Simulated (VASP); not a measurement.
Runs of VASP 6.6.1 on Te. The structure is that of space group P3_221 (No. 154), or close to it. The cells are those of the table. 

| task | level | potentials or basis | spin | cell | k mesh | cutoff (eV) | smearing | k mesh for the DOS | occupations for the DOS | gap on the mesh (eV) | pressure (GPa) | largest force (eV/Å) |
| --- | --- | --- | --- | --- | --- | --- | --- | --- | --- | --- | --- | --- |
| single point | PBEsol+D3(BJ) | VASP PAW PBE potentials, release 64 (Te) | off | a = 4.447, b = 4.447, c = 5.915 Å, angles 90.0, 90.0, 120.0°, 3 atoms | 7 × 7 × 5 | 520 | tetrahedron | - | - | (b) | -2.6 | 0.15 |
| single point | LDA | VASP PAW LDA potentials, release 64 (Te) | non-collinear, zero start, SOC | a = 4.356, b = 4.356, c = 5.794 Å, angles 90.0, 90.0, 120.0°, 3 atoms | 7 × 7 × 5 | 520 | tetrahedron | - | - | - | 2.1 | 0.49 |
| single point | PBE | VASP PAW PBE potentials, release 64 (Te) | off | a = 4.534, b = 4.534, c = 6.031 Å, angles 90.0, 90.0, 120.0°, 3 atoms | 7 × 7 × 5 | 520 | fermi-dirac 0.05 eV | - | - | (a) | -1.0 | (c) |
| single point | PBE | VASP PAW PBE potentials, release 64 (Te) | off | a = 4.447, b = 4.447, c = 5.915 Å, angles 90.0, 90.0, 120.0°, 3 atoms | 7 × 7 × 5 | 520 | fermi-dirac 0.05 eV | - | - | 0.61 | 2.3 | 0.51 |
| single point | PBE | VASP PAW PBE potentials, release 64 (Te) | off | a = 4.447, b = 4.447, c = 5.915 Å, angles 90.0, 90.0, 120.0°, 3 atoms | 4 × 4 × 3 | 500 | fermi-dirac 0.02 eV | - | - | 0.79 | 1.8 | 0.17 |
| single point | PBE | VASP PAW PBE potentials, release 64 (Te) | off | a = 4.387, b = 4.387, c = 5.835 Å, angles 90.0, 90.0, 120.0°, 3 atoms | 7 × 7 × 5 | 520 | fermi-dirac 0.05 eV | - | - | 0.61 | 4.1 | 0.42 |
| single point | PBE | VASP PAW PBE potentials, release 64 (Te) | off | a = 4.356, b = 4.356, c = 5.794 Å, angles 90.0, 90.0, 120.0°, 3 atoms | 7 × 7 × 5 | 520 | fermi-dirac 0.05 eV | - | - | 0.61 | 5.5 | 0.55 |
| single point | PBE | VASP PAW PBE potentials, release 64 (Te) | off | a = 4.417, b = 4.417, c = 5.875 Å, angles 90.0, 90.0, 120.0°, 3 atoms | 7 × 7 × 5 | 520 | fermi-dirac 0.05 eV | - | - | 0.62 | 2.8 | 0.30 |

Problem. Fill in the values left out.

Solution. (a) 0.64; (b) 0.59; (c) 0.11.

Caveats: spin-orbit coupling is left out, which moves the levels of the heavy elements (some runs); the PAW data sets were made with another functional, which shifts forces and pressure a little (some runs).

A k mesh can miss the band edges, and rows without SOC leave out spin-orbit coupling on Te.
